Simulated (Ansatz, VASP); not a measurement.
KCl, level by level in two programs

```xyz
2
Lattice="3.8392 0.0000 0.0000 0.0000 3.8392 0.0000 0.0000 0.0000 3.8392" Properties=species:S:1:pos:R:3 pbc="T T T"
K     0.0000    0.0000    0.0000
Cl    1.9196    1.9196    1.9196
```

Single points on this cell with VASP 6.6.1 and Ansatz 0.2.0. Each row is one pair of runs. Alike in all rows: spin: off; smearing: fermi-dirac, width 0.05 eV; VASP's potentials, cutoff: VASP PAW PBE potentials, release 64 (K_sv, Cl), 520 eV.

```tsv
level	k mesh	Ansatz's potentials, cutoff	gap on the k mesh at the Fermi level (eV), VASP	gap on the k mesh at the Fermi level (eV), Ansatz	least direct gap on the mesh (eV), VASP	least direct gap on the mesh (eV), Ansatz	pressure (GPa), VASP	pressure (GPa), Ansatz
PBEsol	7 × 7 × 7	Ansatz PAW, 420 eV	4.64	4.64	4.83	4.83	-1.4	-1.4
r2SCAN	7 × 7 × 7	Ansatz PAW, 500 eV	5.58	5.57	5.76	5.76	-1.1	-1.1
PBE	7 × 7 × 7	Ansatz PAW, 420 eV	4.82	4.82	5.00	5.00	0.0	-0.1
PBE-based screened hybrid	4 × 4 × 4	Ansatz PAW, 420 eV	5.06	5.06	5.27	5.27	-0.1	-0.1
```

Gap on the k mesh at the fermi level (eV): the two programs differ by at most 0.005; least direct gap on the mesh (eV): the two programs differ by at most 0.006; pressure (GPa): the two programs differ by at most 0.05.

Noted on Ansatz's runs: odd divisions of the mesh miss points on the zone boundary, where band edges often lie, so the gap on the mesh can be too wide.
